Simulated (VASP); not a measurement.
# MgI2 (Fm-3m) in VASP: a series of runs

Aim: see how the results for MgI2 move with the level of theory and the settings. Levels: PBEsol, LDA. Tasks: relaxation of cell and atoms.

All numbers are computed with VASP 6.6.1; they aren't measurements. Logs are shortened: lines on timing, memory, paths and dates and some standing lists are left out, and cuts for length are marked.

## Step 1: The cell of the first run

Symmetry: Fm-3m, No. 225, cubic system. The conventional cell has a = 7.528 Å, b = 7.528 Å, c = 7.528 Å, α = 90.00°, β = 90.00°, γ = 90.00°. Within 4.3 Å of Mg (site symmetry m-3m) lie 8 I at 3.26 Å. Within 4.3 Å of I (site symmetry -43m) lie 4 Mg at 3.26 Å and 6 I at 3.76 Å.

## Step 2: Relaxation of cell and atoms, PBEsol

File INCAR:

```
SYSTEM = MgI2
  PREC = Accurate
  ENCUT = 600
  EDIFF = 1E-7
  ISMEAR = -1
  SIGMA = 0.02
  LREAL = .False.
  LASPH = .True.
  NELM = 100
  ALGO = Normal
  ISIF = 3
  LWAVE = .False.
  LCHARG = .False.
  GGA = PS
  IBRION = 2
  NSW = 80
  EDIFFG = -0.005
```

File KPOINTS:

```
Automatic mesh
0
Gamma
  6 6 6
  0 0 0
```

File POSCAR:

```
MgI2
1.0
    0.0000000000      3.7638621720      3.7638621720
    3.7638621720      0.0000000000      3.7638621720
    3.7638621720      3.7638621720      0.0000000000
Mg I
1 2
Direct
    0.0000000000      0.0000000000      0.0000000000
    0.2500000000      0.2500000000      0.2500000000
    0.7500000000      0.7500000000      0.7500000000
```

Potentials or basis: VASP PAW PBE potentials, release 64 (Mg, I).

Started as:

```sh
> cat potpaw_PBE.64/Mg/POTCAR potpaw_PBE.64/I/POTCAR > POTCAR
> mpirun -np 1 vasp_std > vasp.out
```

OUTCAR:

```text
SYSTEM = MgI2
   PREC = Accurate
   ENCUT = 600
   EDIFF = 1E-7
   ISMEAR = -1
   LREAL = .False.
   LASPH = .True.
   NELM = 100
   ISIF = 3
   GGA = PS
   IBRION = 2
   NSW = 80
   EDIFFG = -0.005

 ion  position               nearest neighbor table
   1  0.000  0.000  0.000-   3 3.26   3 3.26   3 3.26   2 3.26   3 3.26   2 3.26   2 3.26   2 3.26

   2  0.250  0.250  0.250-   1 3.26   1 3.26   1 3.26   1 3.26
   3  0.750  0.750  0.750-   1 3.26   1 3.26   1 3.26   1 3.26

  LATTYP: Found a face centered cubic cell.
 ALAT       =     7.5277243440

  Lattice vectors:

 A1 = (   0.0000000000,   3.7638621720,   3.7638621720)
 A2 = (   3.7638621720,   0.0000000000,   3.7638621720)
 A3 = (   3.7638621720,   3.7638621720,   0.0000000000)

Analysis of symmetry for initial positions (statically):
=====================================================================
 Subroutine PRICEL returns:
 Original cell was already a primitive cell.

 Routine SETGRP: Setting up the symmetry group for a
 face centered cubic supercell.

 Subroutine GETGRP returns: Found 48 space group operations
 (whereof 48 operations were pure point group operations)
 out of a pool of 48 trial point group operations.

The static configuration has the point symmetry O_h .

Analysis of symmetry for dynamics (positions and initial velocities):
=====================================================================
 Subroutine PRICEL returns:
 Original cell was already a primitive cell.

 Routine SETGRP: Setting up the symmetry group for a
 face centered cubic supercell.

 Subroutine GETGRP returns: Found 48 space group operations
 (whereof 48 operations were pure point group operations)
 out of a pool of 48 trial point group operations.

The dynamic configuration has the point symmetry O_h .

 Subroutine INISYM returns: Found 48 space group operations
 (whereof 48 operations are pure point group operations),
 and found     1 'primitive' translations

----------------------------------------------------------------------------------------

                                     Primitive cell

  volume of cell :     106.6427

  direct lattice vectors                    reciprocal lattice vectors
     0.000000000  3.763862172  3.763862172    -0.132842271  0.132842271  0.132842271
     3.763862172  0.000000000  3.763862172     0.132842271 -0.132842271  0.132842271
     3.763862172  3.763862172  0.000000000     0.132842271  0.132842271 -0.132842271

  length of vectors
     5.322904931  5.322904931  5.322904931     0.230089563  0.230089563  0.230089563

  position of ions in fractional coordinates (direct lattice)
     0.000000000  0.000000000  0.000000000
     0.250000000  0.250000000  0.250000000
     0.750000000  0.750000000  0.750000000

  ion indices of the primitive-cell ions
   primitive index   ion index
                 1           1
                 2           2
                 3           3

----------------------------------------------------------------------------------------

 KPOINTS: Automatic mesh

Automatic generation of k-mesh.
 Grid dimensions read from file:
 generate k-points for:    6    6    6

 Generating k-lattice:

  Cartesian coordinates                     Fractional coordinates (reciprocal lattice)
    -0.022140379  0.022140379  0.022140379     0.166666667  0.000000000  0.000000000
     0.022140379 -0.022140379  0.022140379     0.000000000  0.166666667  0.000000000
     0.022140379  0.022140379 -0.022140379     0.000000000  0.000000000  0.166666667

  Length of vectors
     0.038348261  0.038348261  0.038348261

  Shift w.r.t. Gamma in fractional coordinates (k-lattice)
     0.000000000  0.000000000  0.000000000

 Subroutine IBZKPT returns following result:
 ===========================================

 Found     16 irreducible k-points:

 Following reciprocal coordinates:
            Coordinates               Weight
  0.000000  0.000000  0.000000      1.000000
  0.166667  0.000000  0.000000      8.000000
  0.333333  0.000000  0.000000      8.000000
  0.500000  0.000000  0.000000      4.000000
  0.166667  0.166667  0.000000      6.000000
  0.333333  0.166667  0.000000     24.000000
[... 8 lines left out ...]
 -0.333333  0.333333  0.166667     24.000000
 -0.333333  0.500000  0.166667     12.000000
   k-points           NKPTS =     16   k-points in BZ     NKDIM =     16   number of bands    NBANDS=     12
   number of dos      NEDOS =    301   number of ions     NIONS =      3
   total plane-waves  NPLWV = 110592
   dimension x,y,z NGX =    48 NGY =   48 NGZ =   48
   dimension x,y,z NGXF=    96 NGYF=   96 NGZF=   96
   ions per type =               1   2
   NGX,Y,Z   is equivalent  to a cutoff of  14.99, 14.99, 14.99 a.u.
   NGXF,Y,Z  is equivalent  to a cutoff of  29.98, 29.98, 29.98 a.u.
 SYSTEM =  MgI2
   PREC   = accura    normal or accurate (medium, high low for compatibility)
   ISTART =      0    job   : 0-new  1-cont  2-samecut
   ICHARG =      2    charge: 1-file 2-atom 10-const
   ISPIN  =      1    spin polarized calculation?
   LNONCOLLINEAR =      F non collinear calculations
   LSORBIT =      F    spin-orbit coupling
   LASPH  =      T    aspherical Exc in radial PAW
   ENCUT  =  600.0 eV  44.10 Ry    6.64 a.u.  10.63 10.63 10.63*2*pi/ulx,y,z
   NELM   =    100;   NELMIN=  2; NELMDL= -5     # of ELM steps
   EDIFF  = 0.1E-06   stopping-criterion for ELM
   LREAL  =      F    real-space projection
   EDIFFG = -.5E-02   stopping-criterion for IOM
   NSW    =     80    number of steps for IOM
   IBRION =      2    ionic relax: 0-MD 1-quasi-New 2-CG
   NFREE  =      1    steps in history (QN), initial steepest desc. (CG)
   ISIF   =      3    stress and relaxation
   ISYM   =      2    0-nonsym 1-usesym 2-fastsym
   POTIM  = 0.5000    time-step for ionic-motion
   TEBEG  =    0.0;   TEEND  =   0.0 temperature during run
   PSTRESS=    0.0 pullay stress
   NELECT =      16.0000    total number of electrons
   NUPDOWN=      -1.0000    fix difference up-down
   EMIN   =  10.00;   EMAX   =-10.00  energy-range for DOS
   EFERMI =   0.00;   METHOD = LEGACY
   ISMEAR =    -1;   SIGMA  =   0.02  broadening in eV -4-tet -1-fermi 0-gaus
   EFERMI_NEDOS =   21; number of points for ismear=-14 and -15
   IALGO  =     38    algorithm
   IMIX   =      4    mixing-type and parameters
     AMIX     =   0.40;   BMIX     =  1.00
     AMIX_MAG =   1.60;   BMIX_MAG =  1.00
  volume/ion in A,a.u.               =      35.55       239.89
  Fermi-wavevector in a.u.,A,eV,Ry     =   0.869904  1.643879 10.295967  0.756732
  Thomas-Fermi vector in A             =   1.988792
   LORBIT       =      0    0 simple, 1 ext, 2 COOP (PROOUT), +10 PAW based schemes
   GGA     = PS    functional components
   LHFCALC =     F    Hartree Fock is set to
   AEXX    =    0.0000 exact exchange contribution
   IVDW    =     0    specifies the selected vdW correction
   LEPSILON=     F    determine dielectric tensor
   LRPA    =     F    only Hartree local field effects (RPA)
 conjugate gradient relaxation of ions
 non-spin polarized calculation
  energy-cutoff  :      600.00
  volume of cell :      106.64
 maximum number of plane-waves:      3582
 NGX is ok and might be reduce to    48
   NGX = 21   NGY = 21   NGZ = 21

--------------------------------------- Ionic step        1  -------------------------------------------

 number of electron      15.9999999 magnetization

 Free energy of the ion-electron system (eV)
  ---------------------------------------------------
  ext. energy  EPLUGINS =         0.00000000
  ---------------------------------------------------
  free energy    TOTEN  =        -7.14322372 eV

  energy without entropy =       -7.14322370  energy(sigma->0) =       -7.14322371

------------------------ aborting loop because EDIFF is reached ----------------------------------------

  FORCE on cell =-STRESS in cart. coord.  units (eV):
  Direction    XX          YY          ZZ          XY          YZ          ZX
  --------------------------------------------------------------------------------------
  -------------------------------------------------------------------------------------
  Total       -0.8974011     -0.8974011     -0.8974011      0.0000000      0.0000000      0.0000000
  in kB      -13.4823646    -13.4823646    -13.4823646      0.0000000      0.0000000      0.0000000
  external PRESSURE =     -13.4823646 kB  Pullay stress =       0.0000000 kB

 VOLUME and BASIS-vectors are now :
 -----------------------------------------------------------------------------
  energy-cutoff  :      600.00
  volume of cell :      106.64
      direct lattice vectors                 reciprocal lattice vectors
     0.000000000  3.763862172  3.763862172    -0.132842271  0.132842271  0.132842271
     3.763862172  0.000000000  3.763862172     0.132842271 -0.132842271  0.132842271
     3.763862172  3.763862172  0.000000000     0.132842271  0.132842271 -0.132842271
[... 38 lines left out ...]
 POSITION                                       TOTAL-FORCE (eV/Angst)
 -----------------------------------------------------------------------------------
      3.70955      3.70955      0.00000         0.000000      0.000000      0.000000
      1.85477      1.85477      1.85477        -0.000000     -0.000000     -0.000000
      5.56432      5.56432      5.56432         0.000000      0.000000      0.000000
 -----------------------------------------------------------------------------------
    total drift:                               -0.000000     -0.000000     -0.000000

  FREE ENERGIE OF THE ION-ELECTRON SYSTEM (eV)
  ---------------------------------------------------
  free  energy   TOTEN  =        -7.1642959582 eV

  energy  without entropy=       -7.1642959561  energy(sigma->0) =       -7.16429596

--------------------------------------- Ionic step        3  -------------------------------------------

 number of electron      16.0000001 magnetization

 Free energy of the ion-electron system (eV)
  ---------------------------------------------------
  ext. energy  EPLUGINS =         0.00000000
  ---------------------------------------------------
  free energy    TOTEN  =        -7.16436169 eV

  energy without entropy =       -7.16436169  energy(sigma->0) =       -7.16436169

 E-fermi :   3.9247     XC(G=0):  -8.4257

 val. band max:        3.6026615339   @ k =   0.5000   0.5000   0.0000
 cond. band min:       4.2242304999   @ k =   0.0000   0.0000   0.0000
 fundamental gap:      0.6215689660
 Fermi energy:         3.9247145367

 k-point     1 :       0.0000    0.0000    0.0000
  band No.  band energies     occupation
      1      -9.6157      2.00000
      2      -7.8824      2.00000
      3       0.4190      2.00000
      4       0.4190      2.00000
      5       0.4190      2.00000
      6       2.3983      2.00000
      7       2.3983      2.00000
      8       2.3983      2.00000
      9       4.2242      0.00000
     10       6.5081      0.00000
     11       6.5081      0.00000
     12       6.5081      0.00000

 k-point     2 :       0.1667    0.0000    0.0000
  band No.  band energies     occupation
      1      -9.5073      2.00000
      2      -8.0062      2.00000
      3       0.3564      2.00000
      4       0.4690      2.00000
      5       0.4690      2.00000
      6       1.7085      2.00000
      7       2.1291      2.00000
      8       2.1291      2.00000
      9       5.1146      0.00000
     10       6.7958      0.00000
     11       6.8192      0.00000
     12       6.8192      0.00000
[... 230 lines left out ...]
 POSITION                                       TOTAL-FORCE (eV/Angst)
 -----------------------------------------------------------------------------------
      0.00000      0.00000      0.00000        -0.000000      0.000000     -0.000000
      1.85326      1.85326      1.85326        -0.000000     -0.000000     -0.000000
      5.55977      5.55977      5.55977         0.000000      0.000000      0.000000
 -----------------------------------------------------------------------------------
    total drift:                               -0.000000     -0.000000     -0.000000

  FREE ENERGIE OF THE ION-ELECTRON SYSTEM (eV)
  ---------------------------------------------------
  free  energy   TOTEN  =        -7.1643616883 eV

  energy  without entropy=       -7.1643616864  energy(sigma->0) =       -7.16436169

 reached required accuracy - stopping structural energy minimisation
```

It took 69 s on 1 thread of Intel Xeon Platinum 8488C (Sapphire Rapids), shared host; peak memory 0.34 GiB.

Results:

```
Free energy                           : -7.1644 eV
Relaxed volume                        : 33.95 Å³/atom
Relaxed cell                          : a = 5.242 Å, b = 5.242 Å, c = 5.242 Å, α = 60.00°, β = 60.00°, γ = 60.00°
Space group after relaxing (to 0.1 Å) : Fm-3m (No. 225)
Energy gained by relaxing             : 7.0 meV/atom
Ionic steps                           : 3
Pressure after relaxing               : 0.0 GPa
Band gap on the k mesh                : 0.62 eV (least direct gap 0.91 eV)
```

Step by step:
```csv
step,energy change (eV),largest force (eV/Å),pressure (GPa),volume (Å³)
1,0.0000,0.0000,-1.35,106.64
2,-0.0211,0.0000,-0.08,102.09
3,-0.0211,0.0000,0.00,101.84
```

Final structure:
```
CELL_PARAMETERS angstrom
0.00000 3.70652 3.70652
3.70652 0.00000 3.70652
3.70652 3.70652 0.00000
ATOMIC_POSITIONS crystal
Mg 0.00000 0.00000 0.00000
I 0.25000 0.25000 0.25000
I 0.75000 0.75000 0.75000
```

Levels at points of the mesh, in eV from the valence-band top:
```csv
k point,band 4,band 5,band 6,band 7,band 8,band 9,band 10,band 11,band 12
"(0.00, 0.00, 0.00)",-3.18,-3.18,-1.20,-1.20,-1.20,0.62,2.91,2.91,2.91
"(0.50, 0.00, 0.00)",-2.74,-2.71,-2.71,-2.45,-2.45,2.76,5.01,5.01,5.83
"(0.50, 0.50, 0.00)",-4.03,-4.03,-0.54,-0.54,0.00,0.91,4.03,6.43,6.44
```

Caveat: the PAW data sets were made with another functional, which shifts forces and pressure a little; spin-orbit coupling is left out, which moves the levels of the heavy elements.

## Step 3: Relaxation of cell and atoms, LDA

File INCAR:

```
SYSTEM = MgI2
ALGO = Normal
EDIFF = 1E-6
EDIFFG = -0.005
ENCUT = 600
IBRION = 2
ISIF = 3
ISMEAR = -1
LASPH = .TRUE.
LCHARG = .FALSE.
LREAL = .FALSE.
LWAVE = .FALSE.
NELM = 100
NSW = 80
PREC = Accurate
SIGMA = 0.02
```

File KPOINTS:

```
k-points
0
G
  6 6 6
  0 0 0
```

POSCAR is that of step 2.

Potentials or basis: VASP PAW LDA potentials, release 64 (Mg, I).

Started as:

```sh
> cat potpaw_LDA.64/Mg/POTCAR potpaw_LDA.64/I/POTCAR > POTCAR
> mpirun -np 1 vasp_std > vasp.out
```

It took 48 s on 1 thread of Intel Xeon Platinum 8488C (Sapphire Rapids), shared host; peak memory 0.27 GiB.

Results (log left out):

* Free energy: -7.8044 eV
* Relaxed volume: 32.81 Å³/atom
* Relaxed cell: a = 5.183 Å, b = 5.183 Å, c = 5.183 Å, α = 60.00°, β = 60.00°, γ = 60.00°
* Space group after relaxing (to 0.1 Å): Fm-3m (No. 225)
* Energy gained by relaxing: 21.8 meV/atom
* Ionic steps: 3
* Pressure after relaxing: 0.0 GPa
* Band gap on the k mesh: 0.55 eV (least direct gap 0.72 eV)

Step by step:
| step | energy change (eV) | largest force (eV/Å) | pressure (GPa) | volume (Å³) |
| --- | --- | --- | --- | --- |
| 1 | 0.0000 | 0.0000 | -2.38 | 106.64 |
| 2 | -0.0655 | 0.0000 | -0.10 | 98.71 |
| 3 | -0.0655 | 0.0000 | 0.01 | 98.44 |

Final structure:
```
Mg I
1.0
     0.00000    3.66472    3.66472
     3.66472    0.00000    3.66472
     3.66472    3.66472    0.00000
Mg I
1 2
Direct
  0.00000 0.00000 0.00000
  0.25000 0.25000 0.25000
  0.75000 0.75000 0.75000
```

Levels at points of the mesh, in eV from the valence-band top:
| k point | band 5 | band 6 | band 7 | band 8 | band 9 | band 10 | band 11 | band 12 |
| --- | --- | --- | --- | --- | --- | --- | --- | --- |
| (0.00, 0.00, 0.00) | -3.35 | -1.28 | -1.28 | -1.28 | 0.55 | 2.76 | 2.76 | 2.76 |
| (0.50, 0.00, 0.00) | -2.86 | -2.86 | -2.60 | -2.60 | 2.72 | 4.95 | 4.95 | 5.67 |
| (0.50, 0.50, 0.00) | -4.24 | -0.58 | -0.58 | 0.00 | 0.72 | 4.01 | 6.32 | 6.41 |

Caveat: spin-orbit coupling is left out, which moves the levels of the heavy elements.
